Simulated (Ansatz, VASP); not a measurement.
**Two plane-wave programs on ZrS2**

```
Zr S
1.0
     3.69138    0.00000    0.00000
    -1.84569    3.19683    0.00000
     0.00000    0.00000    6.04108
Zr S
1 2
Direct
  0.00000 0.00000 0.00000
  0.66667 0.33333 0.76209
  0.33333 0.66667 0.23791
```

Alike in both runs: task single point; functional PBEsol; k mesh 6 × 6 × 4; no spin polarisation.

|  | VASP | Ansatz |
| --- | --- | --- |
| version | VASP 6.6.1 | Ansatz 0.2.0 |
| potentials or method | VASP PAW PBE potentials, release 64 (Zr_sv, S), cutoff 500 eV | scalar-relativistic, plane waves, PAW |
| occupations | methfessel-paxton of order 1, width 0.02 eV | cold, width 0.02 eV |
| valence electrons in the cell | 24 | 24 |

Ansatz gave:

| Quantity | Value |
| --- | --- |
| gap on the k mesh at the Fermi level (eV) | 1.00 |
| least direct gap on the mesh (eV) | 1.58 |
| pressure (GPa) | -2.5 |
| traceless stress, the component that is largest in VASP (GPa) | 1.08 |
| rms of the force components (eV/Å) | 0.075 |

Estimate VASP's values.

gap on the k mesh at the Fermi level (eV): 1.00; least direct gap on the mesh (eV): 1.58; pressure (GPa): -2.4; traceless stress, the component that is largest in VASP (GPa): 1.10; rms of the force components (eV/Å): 0.067.

VASP's potentials were made for PBE, not for PBEsol. Atom by atom the forces differ by 0.008 eV/Å (rms over components).
